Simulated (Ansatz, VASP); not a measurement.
## One calculation of HfO2, two programs

The input POSCAR:

```
HfO2
1.0
    0.0000000000      2.5291609861      2.5291609861
    2.5291609861      0.0000000000      2.5291609861
    2.5291609861      2.5291609861      0.0000000000
Hf O
1 2
Direct
    0.0000000000      0.0000000000      0.0000000000
    0.2524711752      0.2475288248      0.2524711752
    0.7524711752      0.7475288248      0.7524711752
```

File INCAR.step1:

```
ALGO = Normal
EDIFF = 1E-4
ENCUT = 520
GGA = PE
ISMEAR = 0
LASPH = T
LCHARG = F
LREAL = F
LWAVE = T
NBANDS = 18
NELM = 80
PREC = Accurate
SIGMA = 0.05
```

INCAR.step2

```
ALGO = Normal
EDIFF = 1E-6
ENCUT = 520
ISIF = 2
ISMEAR = 0
ISTART = 1
LASPH = T
LCHARG = F
LMIXTAU = T
LREAL = F
LWAVE = F
METAGGA = R2SCAN
NBANDS = 18
NELM = 80
PREC = Accurate
SIGMA = 0.05
```

KPOINTS

```
k-points
0
Gamma
  8 8 8
```

Input for Ansatz:

```yaml
crystal:
  lattice:
    - [0.0, 2.5291609861, 2.5291609861]
    - [2.5291609861, 0.0, 2.5291609861]
    - [2.5291609861, 2.5291609861, 0.0]
  atoms:
    - { symbol: Hf, position: [0.0, 0.0, 0.0] }
    - { symbol: O, position: [0.2524711752, 0.2475288248, 0.2524711752] }
    - { symbol: O, position: [0.7524711752, 0.7475288248, 0.7524711752] }
basis:
  ecutwfc: 500
kpoints:
  mp_grid: { grid: [8, 8, 8] }
hamiltonian:
  xc: r2scan
scf:
  occupations: { method: gaussian, width: 0.05 }
output:
  forces: true
  stress: true
  eigenvalues: true
```

Change from the starting cell: all O atoms moved +0.013 Å, as atom 2 along Cartesian [0 1 0].

Alike in both runs: task single point; functional r2SCAN; k mesh 8 × 8 × 8; occupations gaussian, width 0.05 eV; no spin polarisation.

|  | VASP | Ansatz |
| --- | --- | --- |
| version | VASP 6.6.1 | Ansatz 0.2.0 |
| potentials or method | VASP PAW PBE potentials, release 64 (Hf_pv, O), cutoff 520 eV | scalar-relativistic, plane waves, PAW |
| valence electrons in the cell | 22 | 38 |

Ansatz gave:

- gap on the k mesh at the Fermi level (eV): 4.30
- least direct gap on the mesh (eV): 4.30
- pressure (GPa): 0.0
- rms of the force components (eV/Å): 0.029

Problem. Estimate VASP's values.

Solution. gap on the k mesh at the Fermi level (eV): 4.32; least direct gap on the mesh (eV): 4.32; pressure (GPa): -3.9; rms of the force components (eV/Å): 0.026.

VASP's potentials were made for PBE, not for r2SCAN. Atom by atom the forces differ by 0.003 eV/Å (rms over components). VASP's potentials hold 22 valence electrons a cell and Ansatz's 38, so a difference there can come from the potentials and not from the codes.

Spin-orbit coupling is off throughout.
